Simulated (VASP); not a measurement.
Crystal: Al4Cl.

```
Al Cl
1.0
     5.04387    0.00000    0.00000
     2.41572    4.47703    0.00000
     0.00936    1.41958    9.67048
Al Cl
8 2
Direct
  0.71085 0.60259 0.94283
  0.72147 0.58168 0.42992
  0.52727 0.21193 0.81931
  0.47026 0.22364 0.31916
  0.53294 0.76567 0.67417
  0.45288 0.79883 0.17283
  0.28719 0.40788 0.56304
  0.28610 0.40448 0.05000
  0.02195 0.99995 0.76321
  0.98908 0.00334 0.26552
```

| Item | Value |
| --- | --- |
| Program | VASP 6.6.1 |
| Task | relaxation of cell and atoms |
| Functional | PBE |
| Potentials or basis | VASP PAW PBE potentials, release 64 (Al, Cl) |
| Cutoff | 600 eV |
| k mesh | 4 × 4 × 2 |
| Occupations | gaussian, width 0.1 eV |
| Spin | no spin polarisation |

At the start: pressure 0.1 GPa; volume 21.84 Å³/atom.

Problem. How do energy, volume and symmetry change on relaxing?

Solution. Over 25 steps the energy falls by 47.9 meV/atom and the volume is 22.17 Å³/atom (+1.5 %); space group P1 (No. 1, to 0.05 Å).

The path:
| step | energy change (eV) | largest force (eV/Å) | pressure (GPa) | volume (Å³) |
| --- | --- | --- | --- | --- |
| 1 | 0.0000 | 0.3299 | 0.13 | 218.37 |
| 2 | -0.0698 | 0.2938 | -0.13 | 218.91 |
| 3 | -0.1154 | 0.2946 | -0.38 | 219.55 |
| 4 | -0.1172 | 0.3169 | -0.40 | 219.67 |
| 5 | -0.1580 | 0.3133 | 0.05 | 217.64 |
| 6 | -0.1755 | 0.3435 | 0.67 | 215.22 |
| 7 | -0.2092 | 0.3328 | 0.44 | 216.41 |
| 8 | -0.2560 | 0.3442 | -0.15 | 219.57 |
| 9 | -0.3007 | 0.2337 | -0.18 | 220.09 |
| 10 | -0.3234 | 0.1883 | -0.23 | 220.67 |
| 11 | -0.3571 | 0.1982 | 0.16 | 219.39 |
| 12 | -0.3608 | 0.2476 | 0.34 | 218.83 |
| 13 | -0.3883 | 0.1896 | 0.07 | 220.34 |
| 14 | -0.4008 | 0.2362 | -0.18 | 222.06 |
| 15 | -0.4267 | 0.2072 | -0.04 | 221.51 |
| 16 | -0.4294 | 0.2391 | 0.04 | 221.25 |
| 17 | -0.4493 | 0.1501 | 0.05 | 221.11 |
| 18 | -0.4562 | 0.1750 | 0.07 | 220.95 |
| 19 | -0.4640 | 0.1439 | -0.02 | 221.44 |
| 20 | -0.4672 | 0.1219 | -0.12 | 222.02 |
| 21 | -0.4729 | 0.0699 | 0.07 | 221.39 |
| 22 | -0.4732 | 0.0839 | 0.12 | 221.22 |
| 23 | -0.4773 | 0.0417 | -0.01 | 221.83 |
| 24 | -0.4781 | 0.0466 | -0.08 | 222.20 |
| 25 | -0.4795 | 0.0256 | 0.02 | 221.65 |

Final structure:
```
Al Cl
1.0
     5.33351   -0.22699   -0.40611
     2.32667    4.23327   -0.28345
    -0.82781    1.15486    9.62822
Al Cl
8 2
Direct
  0.70702 0.64964 0.95756
  0.70802 0.63606 0.45786
  0.54160 0.23410 0.81247
  0.54141 0.21960 0.31270
  0.45320 0.78005 0.68251
  0.45365 0.76521 0.18283
  0.29188 0.36269 0.53856
  0.29248 0.34902 0.03836
  0.00484 0.00153 0.75808
  0.00590 0.00211 0.25906
```
